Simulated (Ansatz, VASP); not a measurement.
## LiH in VASP and in Ansatz

The input POSCAR:

```
LiH
1.0
    3.2548234142      0.0000000000      0.0000000000
   -1.6274117071      2.8187597615      0.0000000000
    0.0000000000      0.0000000000      4.0690682565
Li H
2 2
Direct
    0.3333333333      0.6666666667      0.2500000000
    0.6666666667      0.3333333333      0.7500000000
    0.6666666667      0.3333333333      0.2500000000
    0.3333333333      0.6666666667      0.7500000000
```

INCAR.step1

```
SYSTEM = LiH
ALGO = Normal ; EDIFF = 1E-5
ENCUT = 520 ; GGA = PE
ISIF = 2 ; ISMEAR = 0
LASPH = .TRUE. ; LCHARG = .FALSE.
LREAL = .FALSE. ; LWAVE = .TRUE.
NBANDS = 12 ; NELM = 100
PREC = Accurate ; SIGMA = 0.01
```

Contents of INCAR.step2:

```
SYSTEM = LiH
AEXX = 0.05 ; ALGO = Normal
EDIFF = 1E-6 ; ENCUT = 520
GGA = PE ; ISIF = 2
ISMEAR = 0 ; ISTART = 1
LASPH = .TRUE. ; LCHARG = .FALSE.
LHFCALC = .TRUE. ; LREAL = .FALSE.
LWAVE = .FALSE. ; NBANDS = 12
NELM = 100 ; PREC = Accurate
PRECFOCK = Normal ; SIGMA = 0.01
```

The input KPOINTS:

```
k-points
0
G
  6 6 4
  0 0 0
```

Input for Ansatz:

```yaml
crystal:
  lattice:
    - [3.2548234142, 0.0, 0.0]
    - [-1.6274117071, 2.8187597615, 0.0]
    - [0.0, 0.0, 4.0690682565]
  atoms:
    - { symbol: Li, position: [0.3333333333, 0.6666666667, 0.25] }
    - { symbol: Li, position: [0.6666666667, 0.3333333333, 0.75] }
    - { symbol: H, position: [0.6666666667, 0.3333333333, 0.25] }
    - { symbol: H, position: [0.3333333333, 0.6666666667, 0.75] }
kpoints:
  mp_grid: { grid: [6, 6, 4] }
hamiltonian:
  xc: { exchange: pbe, correlation: pbe, exx: { coeff: 0.05 } }
scf:
  occupations: { method: fixed }
  n_extra_bands: 5
output:
  forces: true
  stress: true
  eigenvalues: true
```

Alike in both runs: task single point; functional PBE-based global hybrid; k mesh 6 × 6 × 4; no spin polarisation.

```csv
,VASP,Ansatz
version,VASP 6.6.1,Ansatz 0.2.0
potentials or method,"VASP PAW PBE potentials, release 64 (Li_sv, H)",plane waves
plane-wave cutoff (eV),520,420
occupations,"gaussian, width 0.01 eV",fixed
valence electrons in the cell,8,8
```

```csv
,VASP,Ansatz,Ansatz less VASP
gap on the k mesh at the Fermi level (eV),2.15,2.15,+0.002
```

VASP's potentials were made for PBE, not for PBE-based global hybrid. Ansatz's warnings: stress exchange threshold loose, stress scf threshold loose.

Noted on VASP's run: the cutoff is short for stress, so the pressure is rough.
